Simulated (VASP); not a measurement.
## GeCN2: single point with PBEsol

Crystal: GeCN2.

```
Ge N C
1.0
     1.82897    1.05596    5.01849
    -1.82897    1.05596    5.01849
     0.00000   -2.11191    5.01849
Ge N C
1 2 1
Direct
  0.00000 0.00000 0.00000
  0.58390 0.58390 0.58390
  0.41610 0.41610 0.41610
  0.50000 0.50000 0.50000
```

This cell differs from its parent crystal: volume scaled by 1.06.

| Item | Value |
| --- | --- |
| Program | VASP 6.6.1 |
| Task | single point |
| Functional | PBEsol |
| Potentials or basis | VASP PAW PBE potentials, release 64 (Ge_d, N, C) |
| Cutoff | 520 eV |
| k mesh | 9 × 9 × 9 |
| Occupations | fermi-dirac, width 0.05 eV |
| Spin | no spin polarisation |
| Dipole correction | no |
| Further INCAR settings | ALGO = Normal; EDIFF = 1e-06; NBANDS = 22 |

The pressure is -9.7 GPa and the largest force is 1.380 eV/Å. The band gap on the k mesh is 1.13 eV, indirect (least direct gap 2.01 eV).

Forces on the atoms (eV/Å):
```
Ge   0.000  0.000  0.000
N    0.000  0.000 -1.380
N    0.000  0.000  1.380
C    0.000  0.000  0.000
```

Stress tensor (GPa, compression positive):
```
 -5.73   0.00   0.00
  0.00  -5.73   0.00
  0.00   0.00 -17.50
```

Levels at points of the mesh, in eV from the valence-band top:
```csv
k point,band 12,band 13,band 14,band 15,band 16,band 17
"(0.00, 0.00, 0.00)",-2.31,-1.60,-1.60,2.46,3.20,3.20
```

It took 110 s on 1 thread of Intel(R) Xeon(R) 6975P-C (Granite Rapids), with other jobs on the host, peak memory 0.29 GiB.

Caveat: the PAW data sets were made with another functional, which shifts forces and pressure a little. A k mesh can miss the band edges.
